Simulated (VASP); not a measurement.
## Li16H (a cell with a defect): single point with PBEsol

The system is Li16H (a cell with a defect).

```
CELL_PARAMETERS angstrom
6.98000 0.00000 0.00000
0.00000 6.98000 0.00000
0.00000 0.00000 6.98000
ATOMIC_POSITIONS crystal
Li 0.00980 0.99987 0.00883
Li 0.49273 0.99987 0.01034
Li 0.01355 0.49985 0.99338
Li 0.97560 0.00005 0.50508
Li 0.25047 0.24841 0.26202
Li 0.48849 0.49984 0.99501
Li 0.52690 0.00003 0.50375
Li 0.75207 0.26255 0.23490
Li 0.99910 0.50000 0.50060
Li 0.25047 0.75131 0.26214
Li 0.25158 0.24605 0.74356
Li 0.50315 0.49999 0.49910
Li 0.75208 0.73697 0.23500
Li 0.75043 0.24097 0.75131
Li 0.25158 0.75354 0.74363
Li 0.75042 0.75815 0.75171
H 0.75097 0.99944 0.64559
```

```
Program                : VASP 6.6.1
Task                   : single point
Functional             : PBEsol
Potentials or basis    : VASP PAW PBE potentials, release 64 (Li_sv, H)
Cutoff                 : 520 eV
k mesh                 : 3 × 3 × 3
Occupations            : gaussian, width 0.15 eV
Spin                   : no spin polarisation
Dipole correction      : no
Further INCAR settings : LREAL = Auto; ALGO = Normal; EDIFF = 1e-06; NBANDS = 38
```

```
Largest force          : 0.010 eV/Å
Band gap on the k mesh : zero (an odd number of electrons rules out a gap without spin polarisation)
```

Forces on the atoms (eV/Å):
```
Li  -0.004  0.000 -0.002
Li   0.001 -0.001 -0.004
Li   0.003 -0.002  0.003
Li   0.002 -0.004 -0.002
Li   0.001 -0.002 -0.003
Li   0.000 -0.001 -0.001
Li  -0.002 -0.004 -0.003
Li   0.000  0.001  0.002
Li  -0.002 -0.003  0.002
Li   0.001  0.003 -0.005
Li   0.001 -0.003 -0.002
Li  -0.001 -0.003  0.004
Li   0.000  0.002  0.002
Li   0.002  0.008  0.006
Li   0.001  0.005 -0.002
Li   0.001  0.000  0.001
H   -0.002  0.003  0.004
```

Levels at points of the mesh, in eV from the Fermi level:
| k point | band 20 | band 21 | band 22 | band 23 | band 24 | band 25 | band 26 | band 27 | band 28 | band 29 |
| --- | --- | --- | --- | --- | --- | --- | --- | --- | --- | --- |
| (0.00, 0.00, 0.00) | -1.12 | -1.12 | -1.10 | -1.05 | -0.31 | 0.26 | 0.27 | 0.27 | 0.27 | 0.29 |

It took 3.9 min on 1 thread of Oxide Virtual Turin-like Processor, on a shared host, peak memory 0.38 GiB.

Caveat: the PAW data sets were made with another functional, which shifts forces and pressure a little.
